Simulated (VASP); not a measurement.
# InAs (Pm-3m) in VASP: a series of runs

InAs is run at these levels: PBE; tasks: single point.

Program: VASP 6.6.1. These are calculated values, not measurements. Logs are shortened: lines on timing, memory, paths and dates and some standing lists are left out, and cuts for length are marked.

## (1) The cell of the first run

The structure is cubic, space group Pm-3m (No. 221). Conventional cell: a = 3.537 Å, b = 3.537 Å, c = 3.537 Å, α = 90.00°, β = 90.00°, γ = 90.00°. Within 4.0 Å of In (site symmetry m-3m) lie 8 As at 3.06 Å and 6 In at 3.54 Å. As (site symmetry m-3m) has 8 In at 3.06 Å and 6 As at 3.54 Å within 4.0 Å.

## (2) Single point, PBE

INCAR

```
SYSTEM = InAs
PREC = Accurate
ENCUT = 520
EDIFF = 1E-6
ISMEAR = -1
SIGMA = 0.02
LREAL = .FALSE.
LASPH = .TRUE.
NELM = 60
ALGO = Normal
ISIF = 2
LWAVE = .FALSE.
LCHARG = .FALSE.
GGA = PE
NBANDS = 16
```

KPOINTS

```
Automatic mesh
0
G
  6 6 6
  0 0 0
```

POSCAR

```
InAs
1.0
    3.5365410790      0.0000000000      0.0000000000
    0.0000000000      3.5365410790      0.0000000000
    0.0000000000      0.0000000000      3.5365410790
In As
1 1
Direct
    0.0000000000      0.0000000000      0.0000000000
    0.5000000000      0.5000000000      0.5000000000
```

Potentials or basis: VASP PAW PBE potentials, release 64 (In_d, As).

Started as:

```bash
$ cat potpaw_PBE.64/In_d/POTCAR potpaw_PBE.64/As/POTCAR > POTCAR
$ mpirun -np 1 vasp_std > vasp.out
```

OUTCAR:

```text
SYSTEM = InAs
   PREC = Accurate
   ENCUT = 520
   EDIFF = 1E-6
   ISMEAR = -1
   LREAL = .FALSE.
   LASPH = .TRUE.
   NELM = 60
   ISIF = 2
   GGA = PE

 ion  position               nearest neighbor table
   1  0.000  0.000  0.000-   2 3.06   2 3.06   2 3.06   2 3.06   2 3.06   2 3.06   2 3.06   2 3.06

   2  0.500  0.500  0.500-   1 3.06   1 3.06   1 3.06   1 3.06   1 3.06   1 3.06   1 3.06   1 3.06

  LATTYP: Found a simple cubic cell.
 ALAT       =     3.5365410790

  Lattice vectors:

 A1 = (   3.5365410790,   0.0000000000,   0.0000000000)
 A2 = (   0.0000000000,   3.5365410790,   0.0000000000)
 A3 = (   0.0000000000,   0.0000000000,   3.5365410790)

Analysis of symmetry for initial positions (statically):
=====================================================================
 Subroutine PRICEL returns:
 Original cell was already a primitive cell.

 Routine SETGRP: Setting up the symmetry group for a
 simple cubic supercell.

 Subroutine GETGRP returns: Found 48 space group operations
 (whereof 48 operations were pure point group operations)
 out of a pool of 48 trial point group operations.

The static configuration has the point symmetry O_h .

Analysis of symmetry for dynamics (positions and initial velocities):
=====================================================================
 Subroutine PRICEL returns:
 Original cell was already a primitive cell.

 Routine SETGRP: Setting up the symmetry group for a
 simple cubic supercell.

 Subroutine GETGRP returns: Found 48 space group operations
 (whereof 48 operations were pure point group operations)
 out of a pool of 48 trial point group operations.

The dynamic configuration has the point symmetry O_h .

 Subroutine INISYM returns: Found 48 space group operations
 (whereof 48 operations are pure point group operations),
 and found     1 'primitive' translations

----------------------------------------------------------------------------------------

                                     Primitive cell

  volume of cell :      44.2320

  direct lattice vectors                    reciprocal lattice vectors
     3.536541079  0.000000000  0.000000000     0.282762162  0.000000000  0.000000000
     0.000000000  3.536541079  0.000000000     0.000000000  0.282762162  0.000000000
     0.000000000  0.000000000  3.536541079     0.000000000  0.000000000  0.282762162

  length of vectors
     3.536541079  3.536541079  3.536541079     0.282762162  0.282762162  0.282762162

  position of ions in fractional coordinates (direct lattice)
     0.000000000  0.000000000  0.000000000
     0.500000000  0.500000000  0.500000000

  ion indices of the primitive-cell ions
   primitive index   ion index
                 1           1
                 2           2

----------------------------------------------------------------------------------------

 KPOINTS: Automatic mesh

Automatic generation of k-mesh.
 Grid dimensions read from file:
 generate k-points for:    6    6    6

 Generating k-lattice:

  Cartesian coordinates                     Fractional coordinates (reciprocal lattice)
     0.047127027  0.000000000  0.000000000     0.166666667  0.000000000  0.000000000
     0.000000000  0.047127027  0.000000000     0.000000000  0.166666667  0.000000000
     0.000000000  0.000000000  0.047127027     0.000000000  0.000000000  0.166666667

  Length of vectors
     0.047127027  0.047127027  0.047127027

  Shift w.r.t. Gamma in fractional coordinates (k-lattice)
     0.000000000  0.000000000  0.000000000

 Subroutine IBZKPT returns following result:
 ===========================================

 Found     20 irreducible k-points:

 Following reciprocal coordinates:
            Coordinates               Weight
  0.000000  0.000000  0.000000      1.000000
  0.166667  0.000000  0.000000      6.000000
  0.333333  0.000000  0.000000      6.000000
  0.500000  0.000000  0.000000      3.000000
  0.166667  0.166667  0.000000     12.000000
  0.333333  0.166667  0.000000     24.000000
[... 12 lines left out ...]
  0.500000  0.500000  0.333333      6.000000
  0.500000  0.500000  0.500000      1.000000
   k-points           NKPTS =     20   k-points in BZ     NKDIM =     20   number of bands    NBANDS=     16
   number of dos      NEDOS =    301   number of ions     NIONS =      2
   total plane-waves  NPLWV =  21952
   dimension x,y,z NGX =    28 NGY =   28 NGZ =   28
   dimension x,y,z NGXF=    56 NGYF=   56 NGZF=   56
   ions per type =               1   1
   NGX,Y,Z   is equivalent  to a cutoff of  13.16, 13.16, 13.16 a.u.
   NGXF,Y,Z  is equivalent  to a cutoff of  26.32, 26.32, 26.32 a.u.
 SYSTEM =  InAs
   PREC   = accura    normal or accurate (medium, high low for compatibility)
   ISTART =      0    job   : 0-new  1-cont  2-samecut
   ICHARG =      2    charge: 1-file 2-atom 10-const
   ISPIN  =      1    spin polarized calculation?
   LNONCOLLINEAR =      F non collinear calculations
   LSORBIT =      F    spin-orbit coupling
   LASPH  =      T    aspherical Exc in radial PAW
   ENCUT  =  520.0 eV  38.22 Ry    6.18 a.u.   6.58  6.58  6.58*2*pi/ulx,y,z
   NELM   =     60;   NELMIN=  2; NELMDL= -5     # of ELM steps
   EDIFF  = 0.1E-05   stopping-criterion for ELM
   LREAL  =      F    real-space projection
   EDIFFG = 0.1E-04   stopping-criterion for IOM
   NSW    =      0    number of steps for IOM
   IBRION =     -1    ionic relax: 0-MD 1-quasi-New 2-CG
   NFREE  =      0    steps in history (QN), initial steepest desc. (CG)
   ISIF   =      2    stress and relaxation
   ISYM   =      2    0-nonsym 1-usesym 2-fastsym
   POTIM  = 0.5000    time-step for ionic-motion
   TEBEG  =    0.0;   TEEND  =   0.0 temperature during run
   PSTRESS=    0.0 pullay stress
   NELECT =      18.0000    total number of electrons
   NUPDOWN=      -1.0000    fix difference up-down
   EMIN   =  10.00;   EMAX   =-10.00  energy-range for DOS
   EFERMI =   0.00;   METHOD = LEGACY
   ISMEAR =    -1;   SIGMA  =   0.02  broadening in eV -4-tet -1-fermi 0-gaus
   EFERMI_NEDOS =   21; number of points for ismear=-14 and -15
   IALGO  =     38    algorithm
   IMIX   =      4    mixing-type and parameters
     AMIX     =   0.40;   BMIX     =  1.00
     AMIX_MAG =   1.60;   BMIX_MAG =  1.00
  volume/ion in A,a.u.               =      22.12       149.25
  Fermi-wavevector in a.u.,A,eV,Ry     =   1.213166  2.292552 20.024676  1.471772
  Thomas-Fermi vector in A             =   2.348627
   LORBIT       =      0    0 simple, 1 ext, 2 COOP (PROOUT), +10 PAW based schemes
   GGA     = PE    functional components
   LHFCALC =     F    Hartree Fock is set to
   AEXX    =    0.0000 exact exchange contribution
   IVDW    =     0    specifies the selected vdW correction
   LEPSILON=     F    determine dielectric tensor
   LRPA    =     F    only Hartree local field effects (RPA)
 non-spin polarized calculation
  energy-cutoff  :      520.00
  volume of cell :       44.23
 maximum number of plane-waves:      1213
 NGX is ok and might be reduce to    28
   NGX = 13   NGY = 13   NGZ = 13

 number of electron      18.0000010 magnetization

 Free energy of the ion-electron system (eV)
  ---------------------------------------------------
  ext. energy  EPLUGINS =         0.00000000
  ---------------------------------------------------
  free energy    TOTEN  =        -6.83461493 eV

  energy without entropy =       -6.83066356  energy(sigma->0) =       -6.83263924

 E-fermi :   6.9456     XC(G=0): -10.5782

 val. band max:        6.9050100653   @ k =   0.5000   0.3333   0.1667
 cond. band min:       6.9860312542   @ k =   0.3333   0.3333   0.1667
 fundamental gap:      0.0810211889
 Fermi energy:         6.9455961388

 k-point     1 :       0.0000    0.0000    0.0000
  band No.  band energies     occupation
      1      -7.5334      2.00000
      2      -7.5334      2.00000
      3      -7.3177      2.00000
      4      -7.3177      2.00000
      5      -7.3177      2.00000
      6      -5.6626      2.00000
[... 8 lines left out ...]
     15      16.6021      0.00000
     16      21.1099      0.00000

 k-point     2 :       0.1667    0.0000    0.0000
  band No.  band energies     occupation
      1      -7.5293      2.00000
      2      -7.4897      2.00000
      3      -7.3384      2.00000
      4      -7.3384      2.00000
      5      -7.3159      2.00000
      6      -5.3869      2.00000
[... 8 lines left out ...]
     15      15.5382      0.00000
     16      19.4351      0.00000

 k-point     3 :       0.3333    0.0000    0.0000
  band No.  band energies     occupation
      1      -7.5211      2.00000
      2      -7.4042      2.00000
      3      -7.3795      2.00000
      4      -7.3795      2.00000
      5      -7.3125      2.00000
      6      -4.6557      2.00000
[... 8 lines left out ...]
     15      17.0098      0.00000
     16      18.3533      0.00000

 k-point     4 :       0.5000    0.0000    0.0000
  band No.  band energies     occupation
      1      -7.5171      2.00000
      2      -7.3997      2.00000
      3      -7.3997      2.00000
      4      -7.3620      2.00000
      5      -7.3107      2.00000
      6      -4.0956      2.00000
[... 8 lines left out ...]
     15      15.8383      0.00000
     16      21.4949      0.00000
[... 248 lines left out ...]
 k-point    18 :       0.5000    0.3333    0.3333
  band No.  band energies     occupation
      1      -7.5219      2.00000
      2      -7.4792      2.00000
      3      -7.4482      2.00000
      4      -7.2996      2.00000
      5      -7.2502      2.00000
      6      -2.4918      2.00000
[... 8 lines left out ...]
     15      20.4582      0.00000
     16      21.9058      0.00000

 k-point    19 :       0.5000    0.5000    0.3333
  band No.  band energies     occupation
      1      -7.5371      2.00000
      2      -7.4757      2.00000
      3      -7.4757      2.00000
      4      -7.2739      2.00000
      5      -7.2215      2.00000
      6      -2.2448      2.00000
[... 8 lines left out ...]
     15      22.9572      0.00000
     16      22.9572      0.00000

 k-point    20 :       0.5000    0.5000    0.5000
  band No.  band energies     occupation
      1      -7.5069      2.00000
      2      -7.5069      2.00000
      3      -7.5069      2.00000
      4      -7.2204      2.00000
      5      -7.2204      2.00000
      6      -2.0962      2.00000
[... 8 lines left out ...]
     15      24.5530      0.00000
     16      24.5530      0.00000

------------------------ aborting loop because EDIFF is reached ----------------------------------------

  FORCE on cell =-STRESS in cart. coord.  units (eV):
  Direction    XX          YY          ZZ          XY          YZ          ZX
  --------------------------------------------------------------------------------------
  -------------------------------------------------------------------------------------
  Total        0.4170187      0.4170187      0.4170187      0.0000000     -0.0000000      0.0000000
  in kB       15.1053225     15.1053225     15.1053225      0.0000000     -0.0000000      0.0000000
  external PRESSURE =      15.1053225 kB  Pullay stress =       0.0000000 kB

 VOLUME and BASIS-vectors are now :
 -----------------------------------------------------------------------------
  energy-cutoff  :      520.00
  volume of cell :       44.23
      direct lattice vectors                 reciprocal lattice vectors
     3.536541079  0.000000000  0.000000000     0.282762162  0.000000000  0.000000000
     0.000000000  3.536541079  0.000000000     0.000000000  0.282762162  0.000000000
     0.000000000  0.000000000  3.536541079     0.000000000  0.000000000  0.282762162

 POSITION                                       TOTAL-FORCE (eV/Angst)
 -----------------------------------------------------------------------------------
      0.00000      0.00000      0.00000         0.000000      0.000000      0.000000
      1.76827      1.76827      1.76827         0.000000      0.000000      0.000000
 -----------------------------------------------------------------------------------
    total drift:                               -0.000000      0.000000     -0.000000

  FREE ENERGIE OF THE ION-ELECTRON SYSTEM (eV)
  ---------------------------------------------------
  free  energy   TOTEN  =        -6.8346149300 eV

  energy  without entropy=       -6.8306635562  energy(sigma->0) =       -6.83263924
```

Wall time 23 s (1 thread of Intel Xeon 8259CL, shared host); peak memory 0.16 GiB.

Results:

```
Free energy            : -6.8346 eV
Pressure               : 1.5 GPa
Band gap on the k mesh : zero (band 9 reaches 8.11 eV, above the bottom of band 10 at 5.53 eV)
```

Caveat: spin-orbit coupling is left out, which moves the levels of the heavy elements.

## (3) Single point, PBE

INCAR

```
SYSTEM = InAs
  ALGO = Normal
  EDIFF = 1E-6
  ENCUT = 520
  GGA = PE
  ISIF = 2
  ISMEAR = 1
  LASPH = .True.
  LCHARG = .True.
  LELF = .True.
  LREAL = .False.
  LVHAR = .True.
  LWAVE = .False.
  NBANDS = 16
  NELM = 80
  PREC = Accurate
  SIGMA = 0.05
```

KPOINTS

```
k-points
0
Gamma
  6 6 6
  0 0 0
```

POSCAR is that of step 2.

Potentials or basis: VASP PAW PBE potentials, release 64 (In_d, As).

Started as:

```bash
$ cat potpaw_PBE.64/In_d/POTCAR potpaw_PBE.64/As/POTCAR > POTCAR
$ mpirun -np 1 vasp_std > vasp.out
```

It took 27 s on 1 thread of Intel Xeon 8259CL, shared host; peak memory 0.16 GiB.

Results (log left out):

- Free energy: -6.8323 eV
- Pressure: 1.5 GPa
- Band gap on the k mesh: zero (band 9 reaches 8.11 eV, above the bottom of band 10 at 5.53 eV)

Levels at points of the mesh, in eV from the Fermi level:
```tsv
k point	band 7	band 8	band 9	band 10	band 11	band 12
(0.00, 0.00, 0.00)	-2.17	-0.65	-0.65	-0.65	5.00	5.00
(0.50, 0.00, 0.00)	-7.32	1.09	1.09	2.26	3.48	5.02
(0.50, 0.50, 0.00)	-4.61	-4.61	-3.78	1.58	6.59	6.59
(0.50, 0.50, 0.50)	-2.12	-2.12	-2.12	-1.16	-0.07	-0.07
```

Caveat: spin-orbit coupling is left out, which moves the levels of the heavy elements.
